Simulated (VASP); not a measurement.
ZnO (lda):

```
Zn O
1.0
     3.24940    0.00000    0.00000
    -1.62470    2.81406    0.00000
     0.00000    0.00000    5.20380
Zn O
2 2
Direct
  0.33333 0.66667 0.00000
  0.66667 0.33333 0.50000
  0.33333 0.66667 0.38300
  0.66667 0.33333 0.88300
```

```yaml
Program: VASP 6.6.1
Task: relaxation of cell and atoms
Functional: LDA
Potentials_or_basis: VASP PAW LDA potentials, release 64 (Zn, O)
Cutoff: 600 eV
k_mesh: 9 × 9 × 6
Occupations: gaussian, width 0.02 eV
Spin: no spin polarisation
```

At the start: pressure -6.2 GPa; volume 11.90 Å³/atom.

Task: How do energy, volume and symmetry change on relaxing?

Result: Over 15 steps the energy falls by 10.4 meV/atom and the volume is 11.40 Å³/atom (-4.1 %); space group P6_3mc (No. 186, to 0.05 Å).

Step by step:
```csv
step,energy change (eV),largest force (eV/Å),pressure (GPa),volume (Å³)
1,0.0000,0.0676,-6.22,47.58
2,-0.0254,0.0402,4.49,44.48
3,-0.0402,0.0524,0.06,45.60
4,-0.0402,0.0525,-0.06,45.64
5,-0.0406,0.0270,-0.10,45.65
6,-0.0408,0.0152,-0.11,45.65
7,-0.0411,0.0110,-0.04,45.63
8,-0.0414,0.0011,0.21,45.57
9,-0.0414,0.0007,0.09,45.58
10,-0.0414,0.0002,0.11,45.58
11,-0.0414,0.0014,0.06,45.61
12,-0.0414,0.0028,-0.06,45.64
13,-0.0414,0.0015,-0.10,45.62
14,-0.0414,0.0016,-0.03,45.61
15,-0.0414,0.0017,0.02,45.61
```

Final structure:
```
CELL_PARAMETERS angstrom
3.19381 0.00000 0.00000
-1.59691 2.76592 0.00000
0.00000 0.00000 5.16341
ATOMIC_POSITIONS crystal
Zn 0.33333 0.66667 0.00228
Zn 0.66667 0.33333 0.50228
O 0.33333 0.66667 0.38072
O 0.66667 0.33333 0.88072
```
